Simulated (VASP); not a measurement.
Set up this calculation in VASP 6.6.1, as the native input.

| Item | Value |
| --- | --- |
| Task | single point |
| Functional | PBEsol |
| Potentials or basis | VASP PAW PBE potentials, release 64 (Cu) |
| Cutoff | 520 eV |
| k mesh | 18 × 18 × 1 |
| Occupations | fermi-dirac, width 0.1 eV |
| Spin | no spin polarisation |
| Dipole correction | yes |
| Further INCAR settings | ALGO = Normal; EDIFF = 1e-06; NBANDS = 48 |

The structure of Cu lies in POSCAR:

```
Cu
1.0
    2.5198192011      0.0000000000      0.0000000000
   -1.2599096006      2.1822274411      0.0000000000
    0.0000000000      0.0000000000     28.3445000000
Cu
7
Direct
    0.0000000000      0.0000000000      0.2833270364
    0.3333333333      0.6666666667      0.3551898818
    0.6666666667      0.3333333333      0.4274882412
    0.0000000000      0.0000000000      0.4999999859
    0.3333333333      0.6666666667      0.5725117428
    0.6666666667      0.3333333333      0.6448101232
    0.0000000000      0.0000000000      0.7166729885
```

One way to write it, as run:

INCAR

```
ALGO = Normal
DIPOL = 0.5 0.5 0.500
EDIFF = 1E-6
ENCUT = 520
GGA = PS
IDIPOL = 3
ISIF = 2
ISMEAR = -1
LASPH = T
LCHARG = F
LDIPOL = T
LREAL = F
LWAVE = F
NBANDS = 48
NELM = 60
PREC = Accurate
SIGMA = 0.1
```

KPOINTS

```
k-points
0
Gamma
  18 18 1
```

Potentials or basis: VASP PAW PBE potentials, release 64 (Cu).

The run is started by

```bash
$ cat potpaw_PBE.64/Cu/POTCAR > POTCAR
$ mpirun -np 1 vasp_std > vasp.out
```

It gave:

```json
{
  "Largest force": "0.027 eV/Å",
  "Band gap on the k mesh": "zero (an odd number of electrons rules out a gap without spin polarisation)"
}
```

Caveat: the PAW data sets were made with another functional, which shifts forces and pressure a little.

Run time: 5.2 min on 1 thread of Intel(R) Xeon(R) 6975P-C (Granite Rapids), on a shared host, peak memory 0.38 GiB.
